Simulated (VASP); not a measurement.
# SnSe2 (P-3m1) in VASP: a series of runs, part 2 of 2

VASP 6.6.1.

**3. Single point, PBEsol (strained)**

File INCAR:

```
ALGO = Normal
EDIFF = 1E-7
ENCUT = 520
GGA = PS
ISIF = 2
ISMEAR = 0
LASPH = T
LCHARG = F
LREAL = F
LWAVE = F
NBANDS = 20
NELM = 60
PREC = Accurate
SIGMA = 0.02
```

File KPOINTS:

```
k-points
0
Gamma
  9 9 6
```

File POSCAR:

```
SnSe2
1.0
    3.8976608939      0.0000000000      0.0000000000
   -1.9488304469      3.3754733494      0.0000000000
    0.0000000000      0.0000000000      6.1845003800
Sn Se
1 2
Direct
    0.0000000000      0.0000000000      0.0000000000
    0.3333333333      0.6666666667      0.2699567357
    0.6666666667      0.3333333333      0.7300432643
```

Potentials or basis: VASP PAW PBE potentials, release 64 (Sn_d, Se).

Started as:

```bash
> cat potpaw_PBE.64/Sn_d/POTCAR potpaw_PBE.64/Se/POTCAR > POTCAR
> mpirun -np 1 vasp_std > vasp.out
```

It took 67 s on 1 thread of AMD EPYC 7R13 (Zen 3), shared host; peak memory 0.22 GiB.

The run converged. Its results:

- Free energy: -12.8671 eV
- Pressure: -4.7 GPa
- Largest force: 0.824 eV/Å
- Band gap on the k mesh: 0.18 eV (least direct gap 0.66 eV)

Forces in eV/Å, atoms in the order of the input:
```
Sn   0.000  0.000  0.000
Se   0.000  0.000 -0.824
Se   0.000  0.000  0.824
```

Stress tensor (GPa, compression positive):
```
-4.06  0.00  0.00
 0.00 -4.06  0.00
 0.00  0.00 -5.88
```

Levels at points of the mesh, in eV from the valence-band top:
```csv
k point,band 11,band 12,band 13,band 14,band 15,band 16
"(0.00, 0.00, 0.00)",-0.39,-0.39,-0.23,0.43,3.00,4.40
"(0.00, 0.00, 0.50)",-0.68,-0.12,-0.12,2.23,2.71,4.06
```

Caveat: the cell differs from its parent crystal (strained); the cell stands under tension; the PAW data sets were made with another functional, which shifts forces and pressure a little; spin-orbit coupling is left out, which moves the levels of the heavy elements; an odd mesh through Γ misses points on the zone boundary, where band edges can lie.

**4. Single point, PBEsol**

This run uses another cell than the first one, of 25.87 Å³/atom.

File INCAR:

```
  PREC = Accurate
  ENCUT = 520
  EDIFF = 1E-7
  ISMEAR = 0
  SIGMA = 0.05
  LREAL = F
  LASPH = T
  NELM = 80
  ALGO = Normal
  ISIF = 2
  LWAVE = F
  LCHARG = T
  GGA = PS
  LELF = T
  LVHAR = T
  NBANDS = 20
```

File KPOINTS:

```
Automatic mesh
0
Gamma
  12 12 6
```

File POSCAR:

```
SnSe2
1.0
    3.8189235629      0.0000000000      0.0000000000
   -1.9094617815      3.3072848206      0.0000000000
    0.0000000000      0.0000000000      6.1455711062
Sn Se
1 2
Direct
    0.0000000000      0.0000000000      0.0000000000
    0.3333333333      0.6666666667      0.2580716066
    0.6666666667      0.3333333333      0.7419283934
```

Started as:

```bash
> cat potpaw_PBE.64/Sn_d/POTCAR potpaw_PBE.64/Se/POTCAR > POTCAR
> mpirun -np 1 vasp_std > vasp.out
```

It took 2.9 min on 1 thread of Intel Xeon 8259CL, shared host; peak memory 0.29 GiB.

Results (log left out):

```
Free energy            : -12.9838 eV
Pressure               : 0.1 GPa
Largest force          : 0.021 eV/Å
Band gap on the k mesh : 0.48 eV (least direct gap 0.97 eV)
```

Forces on the atoms (eV/Å):
```
Sn   0.000  0.000  0.000
Se   0.000  0.000  0.021
Se   0.000  0.000 -0.021
```

Levels at points of the mesh, in eV from the valence-band top:
```csv
k point,band 10,band 11,band 12,band 13,band 14,band 15,band 16,band 17
"(0.00, 0.00, 0.00)",-0.61,-0.37,-0.37,-0.14,0.83,2.93,4.55,4.55
"(0.50, 0.00, 0.00)",-3.08,-2.56,-1.47,-0.31,1.09,3.56,5.10,5.11
"(0.00, 0.00, 0.50)",-0.73,-0.73,-0.18,-0.18,2.42,2.82,4.25,4.25
"(0.50, 0.00, 0.50)",-2.34,-2.06,-0.96,-0.79,0.61,3.94,4.55,5.64
```

Caveat: the PAW data sets were made with another functional, which shifts forces and pressure a little; spin-orbit coupling is left out, which moves the levels of the heavy elements; this functional lacks dispersion, which binds the layers, so the pressure and a relaxed spacing across them are unreliable.

**5. Single point, PBEsol**

This run uses another cell than the first one, of 25.87 Å³/atom.

File INCAR:

```
SYSTEM = SnSe2
PREC = Accurate
ENCUT = 520
EDIFF = 1E-7
ISMEAR = 0
SIGMA = 0.05
LREAL = .FALSE.
LASPH = .TRUE.
NELM = 80
ALGO = Normal
ISIF = 2
LWAVE = .FALSE.
LCHARG = .TRUE.
GGA = PS
LELF = .TRUE.
LVHAR = .TRUE.
NBANDS = 20
```

File KPOINTS:

```
Automatic mesh
0
G
  12 12 6
  0 0 0
```

POSCAR is that of step 4.

Potentials or basis: VASP PAW PBE potentials, release 64 (Sn_d, Se).

Started as:

```bash
> cat potpaw_PBE.64/Sn_d/POTCAR potpaw_PBE.64/Se/POTCAR > POTCAR
> mpirun -np 1 vasp_std > vasp.out
```

OUTCAR:

```text
SYSTEM = SnSe2
   PREC = Accurate
   ENCUT = 520
   EDIFF = 1E-7
   ISMEAR = 0
   LREAL = .FALSE.
   LASPH = .TRUE.
   NELM = 80
   ISIF = 2
   GGA = PS

 ion  position               nearest neighbor table
   1  0.000  0.000  0.000-   2 2.72   3 2.72   3 2.72   2 2.72   3 2.72   2 2.72
   2  0.333  0.667  0.258-   1 2.72   1 2.72   1 2.72
   3  0.667  0.333  0.742-   1 2.72   1 2.72   1 2.72

  LATTYP: Found a hexagonal cell.
 ALAT       =     3.8189235629
 C/A-ratio  =     1.6092417156

  Lattice vectors:

 A1 = (   3.8189235629,   0.0000000000,   0.0000000000)
 A2 = (  -1.9094617815,   3.3072848206,   0.0000000000)
 A3 = (   0.0000000000,   0.0000000000,   6.1455711062)

Analysis of symmetry for initial positions (statically):
=====================================================================
 Subroutine PRICEL returns:
 Original cell was already a primitive cell.

 Routine SETGRP: Setting up the symmetry group for a
 hexagonal supercell.

 Subroutine GETGRP returns: Found 12 space group operations
 (whereof 12 operations were pure point group operations)
 out of a pool of 24 trial point group operations.

The static configuration has the point symmetry D_3d.

[... 161 lines left out ...]

 E-fermi :   4.3414     XC(G=0):  -9.6588

 val. band max:        4.0693444760   @ k =   0.0833   0.0833   0.0000
 cond. band min:       4.5472482928   @ k =   0.0000   0.4167   0.3333
 fundamental gap:      0.4779038168
 Fermi energy:         4.3413501739

 k-point     1 :       0.0000    0.0000    0.0000
  band No.  band energies     occupation
      1     -17.1233      2.00000
      2     -17.1233      2.00000
      3     -17.0858      2.00000
      4     -17.0734      2.00000
      5     -17.0734      2.00000
      6      -9.8268      2.00000
[... 541 lines left out ...]
     19      11.8782      0.00000
     20      12.9126      0.00000

 [... further k-points ...]

------------------------ aborting loop because EDIFF is reached ----------------------------------------

  FORCE on cell =-STRESS in cart. coord.  units (eV):
  Direction    XX          YY          ZZ          XY          YZ          ZX
  --------------------------------------------------------------------------------------
  -------------------------------------------------------------------------------------
  Total        0.0393988      0.0393988      0.0685986     -0.0000000      0.0000000      0.0000000
  in kB        0.8132409      0.8132409      1.4159601     -0.0000000      0.0000000      0.0000000
  external PRESSURE =       1.0141473 kB  Pullay stress =       0.0000000 kB

 VOLUME and BASIS-vectors are now :
 -----------------------------------------------------------------------------
  energy-cutoff  :      520.00
  volume of cell :       77.62
      direct lattice vectors                 reciprocal lattice vectors
     3.818923563  0.000000000  0.000000000     0.261853892  0.151181415  0.000000000
    -1.909461781  3.307284821  0.000000000     0.000000000  0.302362831  0.000000000
     0.000000000  0.000000000  6.145571106     0.000000000  0.000000000  0.162718807

 POSITION                                       TOTAL-FORCE (eV/Angst)
 -----------------------------------------------------------------------------------
      0.00000      0.00000      0.00000         0.000000      0.000000      0.000000
     -0.00000      2.20486      1.58600         0.000000      0.000000      0.021098
      1.90946      1.10243      4.55957        -0.000000     -0.000000     -0.021098
 -----------------------------------------------------------------------------------
    total drift:                                0.000000      0.000000      0.000000

  FREE ENERGIE OF THE ION-ELECTRON SYSTEM (eV)
  ---------------------------------------------------
  free  energy   TOTEN  =       -12.9838414375 eV

  energy  without entropy=      -12.9838414375  energy(sigma->0) =      -12.98384144
```

stdout:

```text
POSCAR found type information on POSCAR SnSe
 POSCAR found :  2 types and       3 ions
 scaLAPACK will be used
 -----------------------------------------------------------------------------
|                                                                             |
|                                                                             |
|     You enforced a specific xc type in the INCAR file but a different       |
|     I HOPE YOU KNOW WHAT YOU ARE DOING!                                     |
|                                                                             |
 -----------------------------------------------------------------------------

 LDA part: xc-table for (Slater+PW92), standard interpolation
 POSCAR, INCAR and KPOINTS ok, starting setup
 FFT: planning ... GRIDC
 FFT: planning ... GRID_SOFT
 FFT: planning ... GRID
 WAVECAR not read
 entering main loop
```

Run time: 3 min. Hardware: 1 thread of Intel Xeon 8259CL, shared host; peak memory 0.29 GiB.

Results:

```yaml
Free_energy: -12.9838 eV
Pressure: 0.1 GPa
Largest_force: 0.021 eV/Å
Band_gap_on_the_k_mesh: 0.48 eV (least direct gap 0.97 eV)
```

Forces in eV/Å, atoms in the order of the input:
```
Sn   0.000  0.000  0.000
Se   0.000  0.000  0.021
Se   0.000  0.000 -0.021
```

Caveat: the PAW data sets were made with another functional, which shifts forces and pressure a little; spin-orbit coupling is left out, which moves the levels of the heavy elements; this functional lacks dispersion, which binds the layers, so the pressure and a relaxed spacing across them are unreliable.

**6. Overview**

```csv
cell,k mesh,smearing,gap on the mesh (eV),pressure (GPa),largest force (eV/Å)
"a = 3.717, b = 3.717, c = 6.078 Å, angles 90.0, 90.0, 120.0°, 3 atoms, atomic positions A",9 × 9 × 6,gaussian 0.02 eV,0.42,4.2,0.27
"a = 3.898, b = 3.898, c = 6.185 Å, angles 90.0, 90.0, 120.0°, 3 atoms, atomic positions B",9 × 9 × 6,gaussian 0.02 eV,0.18,-4.7,0.82
"a = 3.819, b = 3.819, c = 6.146 Å, angles 90.0, 90.0, 120.0°, 3 atoms, atomic positions C",12 × 12 × 6,gaussian 0.05 eV,0.48,0.1,0.02
```

Alike in all rows: task single point; level PBEsol; potentials or basis VASP PAW PBE potentials, release 64 (Sn_d, Se); no spin polarisation; cutoff (eV) 520.

Caveats: the PAW data sets were made with another functional, which shifts forces and pressure a little; spin-orbit coupling is left out, which moves the levels of the heavy elements; an odd mesh through Γ misses points on the zone boundary, where band edges can lie (at least some runs); this functional lacks dispersion, which binds the layers, so the pressure and a relaxed spacing across them are unreliable (at least some runs); the cell stands under pressure (at least some runs); the cell stands under tension (at least some runs).

Absolute energies hang on the potentials; compare differences alone.
